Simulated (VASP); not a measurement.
Crystal: Cu.

```
CELL_PARAMETERS angstrom
1.21846 -3.97638 0.00000
1.21846 3.97638 0.00000
0.00000 0.00000 2.47550
ATOMIC_POSITIONS crystal
Cu 0.86613 0.13387 0.75000
Cu 0.13387 0.86613 0.25000
```

Base run:

| Property | Result |
| --- | --- |
| Program | VASP 6.6.1 |
| Functional | PBE |
| Potentials or basis | VASP PAW PBE potentials, release 64 (Cu) |
| Cutoff | 520 eV |
| k mesh | 18 × 18 × 17 |
| Occupations | methfessel-paxton, width 0.1 eV |
| Spin | no spin polarisation |

Its results: band gap on the k mesh zero (bands 11 and 12 overlap by 5.53 eV); pressure 7.8 GPa; largest force 0.045 eV/Å.

The run is repeated on the same cell with these changes: k mesh from 18 × 18 × 17 to 13 × 13 × 12. What comes out?

Band gap on the k mesh zero (bands 11 and 12 overlap by 5.64 eV); pressure 7.1 GPa; largest force 0.043 eV/Å.

Caveats: the cell stands under pressure.
